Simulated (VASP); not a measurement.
Runs of VASP 6.6.1 on NaF. The structure is that of space group Fm-3m (No. 225), or close to it. The cells are those of the table. 

```csv
task,cell,cutoff (eV),gap on the mesh (eV),pressure (GPa)
single point,"a = 3.323 Å, angles 60.0, 60.0, 90.0°, 2 atoms",520,5.95,-2.0
relaxation of cell and atoms,"relaxed to 2 GPa from a = 3.274 Å, angles 60.0, 60.0, 90.0°, 2 atoms",600,(b),2.0
relaxation of cell and atoms,"relaxed to 4 GPa from a = 3.274 Å, angles 60.0, 60.0, 90.0°, 2 atoms",600,(a),4.0
relaxation of cell and atoms,"relaxed to 7 GPa from a = 3.274 Å, angles 60.0, 60.0, 90.0°, 2 atoms",600,6.81,7.0
```

Alike in all rows: level PBEsol; potentials or basis VASP PAW PBE potentials, release 64 (Na_pv, F); no spin polarisation; k mesh 8 × 8 × 8; smearing gaussian 0.01 eV.

Problem. Estimate the missing entries.

Solution. (a) 6.57; (b) 6.39.

Caveats: the PAW data sets were made with another functional, which shifts forces and pressure a little; the cell is relaxed towards a set pressure, so the run minimises the enthalpy, not the energy (at least some runs).

